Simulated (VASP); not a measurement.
# Zn (Pm-3m) in VASP: notebook

The runs below take Zn through single point, with LDA.

Program: VASP 6.6.1. These are calculated values, not measurements. Logs are shortened: lines on timing, memory, paths and dates and some standing lists are left out, and cuts for length are marked.

## Step 1: The cell of the first run

The structure is cubic, space group Pm-3m (No. 221). The conventional cell has a = 2.545 Å, b = 2.545 Å, c = 2.545 Å, α = 90.00°, β = 90.00°, γ = 90.00°. Within 3.4 Å of Zn (site symmetry m-3m) lie 6 Zn at 2.55 Å.

## Step 2: Single point, LDA

INCAR reads:

```
SYSTEM = Zn
  PREC = Accurate
  ENCUT = 520
  EDIFF = 1E-6
  ISMEAR = -1
  SIGMA = 0.1
  LREAL = .False.
  LASPH = .True.
  NELM = 60
  ALGO = Normal
  ISIF = 2
  LWAVE = .False.
  LCHARG = .False.
  NBANDS = 12
```

KPOINTS reads:

```
Automatic mesh
0
Gamma
  16 16 16
  0 0 0
```

POSCAR reads:

```
Zn
1.0
    2.5452070883      0.0000000000      0.0000000000
    0.0000000000      2.5452070883      0.0000000000
    0.0000000000      0.0000000000      2.5452070883
Zn
1
Direct
    0.0000000000      0.0000000000      0.0000000000
```

Potentials or basis: VASP PAW LDA potentials, release 64 (Zn).

On the command line:

```
> cat potpaw_LDA.64/Zn/POTCAR > POTCAR
> mpirun -np 1 vasp_std > vasp.out
```

OUTCAR:

```text
SYSTEM = Zn
   PREC = Accurate
   ENCUT = 520
   EDIFF = 1E-6
   ISMEAR = -1
   LREAL = .False.
   LASPH = .True.
   NELM = 60
   ISIF = 2

 ion  position               nearest neighbor table
   1  0.000  0.000  0.000-

  LATTYP: Found a simple cubic cell.
 ALAT       =     2.5452070883

  Lattice vectors:

 A1 = (   2.5452070883,   0.0000000000,   0.0000000000)
 A2 = (   0.0000000000,   2.5452070883,   0.0000000000)
 A3 = (   0.0000000000,   0.0000000000,   2.5452070883)

Analysis of symmetry for initial positions (statically):
=====================================================================
 Subroutine PRICEL returns:
 Original cell was already a primitive cell.

 Routine SETGRP: Setting up the symmetry group for a
 simple cubic supercell.

 Subroutine GETGRP returns: Found 48 space group operations
 (whereof 48 operations were pure point group operations)
 out of a pool of 48 trial point group operations.

The static configuration has the point symmetry O_h .

Analysis of symmetry for dynamics (positions and initial velocities):
=====================================================================
 Subroutine PRICEL returns:
 Original cell was already a primitive cell.

 Routine SETGRP: Setting up the symmetry group for a
 simple cubic supercell.

 Subroutine GETGRP returns: Found 48 space group operations
 (whereof 48 operations were pure point group operations)
 out of a pool of 48 trial point group operations.

The dynamic configuration has the point symmetry O_h .

 Subroutine INISYM returns: Found 48 space group operations
 (whereof 48 operations are pure point group operations),
 and found     1 'primitive' translations

----------------------------------------------------------------------------------------

                                     Primitive cell

  volume of cell :      16.4881

  direct lattice vectors                    reciprocal lattice vectors
     2.545207088  0.000000000  0.000000000     0.392895338  0.000000000  0.000000000
     0.000000000  2.545207088  0.000000000     0.000000000  0.392895338  0.000000000
     0.000000000  0.000000000  2.545207088     0.000000000  0.000000000  0.392895338

  length of vectors
     2.545207088  2.545207088  2.545207088     0.392895338  0.392895338  0.392895338

  position of ions in fractional coordinates (direct lattice)
     0.000000000  0.000000000  0.000000000

  ion indices of the primitive-cell ions
   primitive index   ion index
                 1           1

----------------------------------------------------------------------------------------

 KPOINTS: Automatic mesh

Automatic generation of k-mesh.
 Grid dimensions read from file:
 generate k-points for:   16   16   16

 Generating k-lattice:

  Cartesian coordinates                     Fractional coordinates (reciprocal lattice)
     0.024555959  0.000000000  0.000000000     0.062500000  0.000000000  0.000000000
     0.000000000  0.024555959  0.000000000     0.000000000  0.062500000  0.000000000
     0.000000000  0.000000000  0.024555959     0.000000000  0.000000000  0.062500000

  Length of vectors
     0.024555959  0.024555959  0.024555959

  Shift w.r.t. Gamma in fractional coordinates (k-lattice)
     0.000000000  0.000000000  0.000000000

 Subroutine IBZKPT returns following result:
 ===========================================

 Found    165 irreducible k-points:

 Following reciprocal coordinates:
            Coordinates               Weight
  0.000000  0.000000  0.000000      1.000000
  0.062500  0.000000  0.000000      6.000000
  0.125000  0.000000  0.000000      6.000000
  0.187500  0.000000  0.000000      6.000000
  0.250000  0.000000  0.000000      6.000000
  0.312500  0.000000  0.000000      6.000000
[... 16 lines left out ...]
  0.437500  0.125000  0.000000     24.000000
  0.500000  0.125000  0.000000     12.000000
 [... further k-points ...]
   k-points           NKPTS =    165   k-points in BZ     NKDIM =    165   number of bands    NBANDS=     12
   number of dos      NEDOS =    301   number of ions     NIONS =      1
   total plane-waves  NPLWV =   8000
   dimension x,y,z NGX =    20 NGY =   20 NGZ =   20
   dimension x,y,z NGXF=    40 NGYF=   40 NGZF=   40
   ions per type =               1
   NGX,Y,Z   is equivalent  to a cutoff of  13.06, 13.06, 13.06 a.u.
   NGXF,Y,Z  is equivalent  to a cutoff of  26.13, 26.13, 26.13 a.u.
 SYSTEM =  Zn
   PREC   = accura    normal or accurate (medium, high low for compatibility)
   ISTART =      0    job   : 0-new  1-cont  2-samecut
   ICHARG =      2    charge: 1-file 2-atom 10-const
   ISPIN  =      1    spin polarized calculation?
   LNONCOLLINEAR =      F non collinear calculations
   LSORBIT =      F    spin-orbit coupling
   LASPH  =      T    aspherical Exc in radial PAW
   ENCUT  =  520.0 eV  38.22 Ry    6.18 a.u.   4.73  4.73  4.73*2*pi/ulx,y,z
   NELM   =     60;   NELMIN=  2; NELMDL= -5     # of ELM steps
   EDIFF  = 0.1E-05   stopping-criterion for ELM
   LREAL  =      F    real-space projection
   EDIFFG = 0.1E-04   stopping-criterion for IOM
   NSW    =      0    number of steps for IOM
   IBRION =     -1    ionic relax: 0-MD 1-quasi-New 2-CG
   NFREE  =      0    steps in history (QN), initial steepest desc. (CG)
   ISIF   =      2    stress and relaxation
   ISYM   =      2    0-nonsym 1-usesym 2-fastsym
   POTIM  = 0.5000    time-step for ionic-motion
   TEBEG  =    0.0;   TEEND  =   0.0 temperature during run
   PSTRESS=    0.0 pullay stress
   NELECT =      12.0000    total number of electrons
   NUPDOWN=      -1.0000    fix difference up-down
   EMIN   =  10.00;   EMAX   =-10.00  energy-range for DOS
   EFERMI =   0.00;   METHOD = LEGACY
   ISMEAR =    -1;   SIGMA  =   0.10  broadening in eV -4-tet -1-fermi 0-gaus
   EFERMI_NEDOS =   21; number of points for ismear=-14 and -15
   IALGO  =     38    algorithm
   IMIX   =      4    mixing-type and parameters
     AMIX     =   0.40;   BMIX     =  1.00
     AMIX_MAG =   1.60;   BMIX_MAG =  1.00
  volume/ion in A,a.u.               =      16.49       111.27
  Fermi-wavevector in a.u.,A,eV,Ry     =   1.472580  2.782772 29.504108  2.168491
  Thomas-Fermi vector in A             =   2.587577
   LORBIT       =      0    0 simple, 1 ext, 2 COOP (PROOUT), +10 PAW based schemes
   GGA     = CA    functional components
   LHFCALC =     F    Hartree Fock is set to
   AEXX    =    0.0000 exact exchange contribution
   IVDW    =     0    specifies the selected vdW correction
   LEPSILON=     F    determine dielectric tensor
   LRPA    =     F    only Hartree local field effects (RPA)
 non-spin polarized calculation
  energy-cutoff  :      520.00
  volume of cell :       16.49
 maximum number of plane-waves:       466
 NGX is ok and might be reduce to    20
   NGX =  9   NGY =  9   NGZ =  9

 number of electron      12.0000000 magnetization

 Free energy of the ion-electron system (eV)
  ---------------------------------------------------
  ext. energy  EPLUGINS =         0.00000000
  ---------------------------------------------------
  free energy    TOTEN  =        -1.59077745 eV

  energy without entropy =       -1.58007678  energy(sigma->0) =       -1.58542712

 E-fermi :   2.0835     XC(G=0): -11.3902

 val. band max:        2.0446704901   @ k =   0.5000   0.3750   0.1250
 cond. band min:       2.1087598622   @ k =   0.4375   0.3750   0.2500
 fundamental gap:      0.0640893721
 Fermi energy:         2.0835263698

 k-point     1 :       0.0000    0.0000    0.0000
  band No.  band energies     occupation
      1      -7.5116      2.00000
      2      -6.1519      2.00000
      3      -6.1519      2.00000
      4      -4.7680      2.00000
      5      -4.7680      2.00000
      6      -4.7680      2.00000
      7      15.0867      0.00000
      8      15.0867      0.00000
      9      15.0867      0.00000
     10      18.2048      0.00000
     11      18.2048      0.00000
     12      21.3771      0.00000

 k-point     2 :       0.0625    0.0000    0.0000
  band No.  band energies     occupation
      1      -7.4192      2.00000
      2      -6.1462      2.00000
      3      -6.1239      2.00000
      4      -4.7840      2.00000
      5      -4.7840      2.00000
      6      -4.7667      2.00000
      7      13.6186      0.00000
      8      15.1961      0.00000
      9      15.1961      0.00000
     10      18.2709      0.00000
     11      19.2974      0.00000
     12      21.9547      0.00000

 k-point     3 :       0.1250    0.0000    0.0000
  band No.  band energies     occupation
      1      -7.1523      2.00000
      2      -6.1301      2.00000
      3      -6.0326      2.00000
      4      -4.8293      2.00000
      5      -4.8293      2.00000
      6      -4.7629      2.00000
      7      11.2687      0.00000
      8      15.5207      0.00000
      9      15.5207      0.00000
     10      18.4704      0.00000
     11      20.1888      0.00000
     12      24.0121      0.00000

 k-point     4 :       0.1875    0.0000    0.0000
  band No.  band energies     occupation
      1      -6.7609      2.00000
      2      -6.1059      2.00000
      3      -5.8371      2.00000
      4      -4.8962      2.00000
      5      -4.8962      2.00000
      6      -4.7572      2.00000
      7       8.9046      0.00000
      8      16.0498      0.00000
      9      16.0498      0.00000
     10      18.8061      0.00000
     11      20.6417      0.00000
     12      26.8814      0.00000

 k-point     5 :       0.2500    0.0000    0.0000
  band No.  band energies     occupation
      1      -6.3898      2.00000
      2      -6.0773      2.00000
      3      -5.4072      2.00000
      4      -4.9740      2.00000
      5      -4.9740      2.00000
      6      -4.7505      2.00000
      7       6.6464      0.00000
      8      16.7652      0.00000
      9      16.7652      0.00000
     10      19.2828      0.00000
     11      21.0543      0.00000
     12      29.0496      0.00000
[... 228 lines left out ...]
      1      -6.0537      2.00000
      2      -5.8760      2.00000
      3      -5.2692      2.00000
      4      -5.0419      2.00000
      5      -4.8007      2.00000
      6      -4.2716      2.00000
      7       4.8729      0.00000
      8      13.6781      0.00000
      9      18.0714      0.00000
     10      20.8729      0.00000
     11      22.2695      0.00000
     12      26.0045      0.00000

 k-point    22 :       0.3750    0.1250    0.0000
  band No.  band energies     occupation
      1      -5.9953      2.00000
      2      -5.8017      2.00000
      3      -5.2984      2.00000
      4      -5.1048      2.00000
      5      -4.7942      2.00000
      6      -3.2415      2.00000
      7       2.9103      0.00051
      8      14.6379      0.00000
      9      19.0489      0.00000
     10      20.3793      0.00000
     11      21.8105      0.00000
     12      26.0786      0.00000

 k-point    23 :       0.4375    0.1250    0.0000
  band No.  band energies     occupation
      1      -5.9666      2.00000
      2      -5.7446      2.00000
      3      -5.3384      2.00000
      4      -5.1464      2.00000
      5      -4.7899      2.00000
      6      -1.9800      2.00000
      7       1.1078      1.99988
      8      15.6886      0.00000
      9      18.9596      0.00000
     10      19.9849      0.00000
     11      22.4536      0.00000
     12      25.0937      0.00000

 k-point    24 :       0.5000    0.1250    0.0000
  band No.  band energies     occupation
      1      -5.9577      2.00000
      2      -5.7229      2.00000
      3      -5.3549      2.00000
      4      -5.1610      2.00000
      5      -4.7883      2.00000
      6      -0.5328      2.00000
      7      -0.5181      2.00000
      8      16.3924      0.00000
      9      18.1150      0.00000
     10      20.4470      0.00000
     11      22.8431      0.00000
     12      24.4727      0.00000

 [... further k-points ...]

------------------------ aborting loop because EDIFF is reached ----------------------------------------

  FORCE on cell =-STRESS in cart. coord.  units (eV):
  Direction    XX          YY          ZZ          XY          YZ          ZX
  --------------------------------------------------------------------------------------
  -------------------------------------------------------------------------------------
  Total       -0.1219569     -0.1219569     -0.1219569      0.0000000     -0.0000000     -0.0000000
  in kB      -11.8507943    -11.8507943    -11.8507943      0.0000000     -0.0000000     -0.0000000
  external PRESSURE =     -11.8507943 kB  Pullay stress =       0.0000000 kB

 VOLUME and BASIS-vectors are now :
 -----------------------------------------------------------------------------
  energy-cutoff  :      520.00
  volume of cell :       16.49
      direct lattice vectors                 reciprocal lattice vectors
     2.545207088  0.000000000  0.000000000     0.392895338  0.000000000  0.000000000
     0.000000000  2.545207088  0.000000000     0.000000000  0.392895338  0.000000000
     0.000000000  0.000000000  2.545207088     0.000000000  0.000000000  0.392895338

 POSITION                                       TOTAL-FORCE (eV/Angst)
 -----------------------------------------------------------------------------------
      0.00000      0.00000      0.00000         0.000000      0.000000      0.000000
 -----------------------------------------------------------------------------------
    total drift:                               -0.000000      0.000000      0.000000

  FREE ENERGIE OF THE ION-ELECTRON SYSTEM (eV)
  ---------------------------------------------------
  free  energy   TOTEN  =        -1.5907774542 eV

  energy  without entropy=       -1.5800767767  energy(sigma->0) =       -1.58542712
```

It took 38 s on 1 thread of Intel Xeon 8259CL, shared host; peak memory 0.14 GiB.

What came out:

```yaml
Free_energy: -1.5908 eV
Pressure: -1.2 GPa
Band_gap_on_the_k_mesh: zero (band 6 reaches 7.93 eV, above the bottom of band 7 at -0.75 eV)
```

## Step 3: Single point, LDA

INCAR reads:

```
PREC = Accurate
ENCUT = 520
EDIFF = 1E-6
ISMEAR = -1
SIGMA = 0.1
LREAL = F
LASPH = T
NELM = 100
ALGO = Normal
ISIF = 2
LWAVE = F
LCHARG = T
GGA = CA
LELF = T
LVHAR = T
NBANDS = 12
```

KPOINTS reads:

```
Automatic mesh
0
Gamma
  16 16 16
```

POSCAR is that of step 2.

Potentials or basis: VASP PAW LDA potentials, release 64 (Zn).

On the command line:

```
> cat potpaw_LDA.64/Zn/POTCAR > POTCAR
> mpirun -np 1 vasp_std > vasp.out
```

Run time: 38 s. Hardware: 1 thread of Intel Xeon 8259CL, shared host; peak memory 0.14 GiB.

The run converged. Its results:

```yaml
Free_energy: -1.5908 eV
Pressure: -1.2 GPa
Band_gap_on_the_k_mesh: zero (band 6 reaches 7.93 eV, above the bottom of band 7 at -0.75 eV)
```

Levels at points of the mesh, in eV from the Fermi level:
| k point | band 3 | band 4 | band 5 | band 6 | band 7 | band 8 | band 9 | band 10 |
| --- | --- | --- | --- | --- | --- | --- | --- | --- |
| (0.00, 0.00, 0.00) | -8.24 | -6.85 | -6.85 | -6.85 | 13.00 | 13.00 | 13.00 | 16.12 |
| (0.50, 0.00, 0.00) | -7.25 | -7.25 | -6.82 | -3.09 | -2.83 | 17.89 | 17.89 | 20.37 |
| (0.50, 0.50, 0.00) | -7.18 | -7.18 | -6.54 | 1.40 | 1.40 | 3.05 | 6.52 | 23.37 |
| (0.50, 0.50, 0.50) | -7.92 | -6.52 | -6.52 | 5.85 | 5.85 | 5.85 | 10.89 | 11.30 |
